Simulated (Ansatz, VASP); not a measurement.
# Two plane-wave programs on MnS

```xyz
2
Lattice="0.0000 2.6217 2.6217 2.6217 0.0000 2.6217 2.6217 2.6217 0.0000" Properties=species:S:1:pos:R:3 pbc="T T T"
Mn    0.0000    0.0000    0.0000
S     2.6217    2.6217    2.6217
```

Alike in both runs: task single point; functional PBE; k mesh 9 × 9 × 9; occupations fermi-dirac, width 0.05 eV; collinear spin.

```csv
,VASP,Ansatz
version,VASP 6.6.1,Ansatz 0.2.0
potentials or method,"VASP PAW PBE potentials, release 64 (Mn_pv, S)",Ansatz PAW
plane-wave cutoff (eV),520,420
valence electrons in the cell,19,21
```

VASP gave:

| Property | Result |
| --- | --- |
| gap on the k mesh at the Fermi level (eV) | none |
| pressure (GPa) | -3.9 |
| net moment per atom (μB) | 2.38 |
| size of the moment on the site where the two differ most (μB) | 0.11 |

Question: What did Ansatz give for the same quantities?

Answer: gap on the k mesh at the Fermi level (eV): none; pressure (GPa): -3.9; net moment per atom (μB): 2.38; size of the moment on the site where the two differ most (μB): 0.15.

Site moments also hang on the region over which each program counts them. A gap of «none» marks a metal or a gap that the smearing closes. VASP's potentials hold 19 valence electrons a cell and Ansatz's 21, so a difference there can come from the potentials and not from the codes.
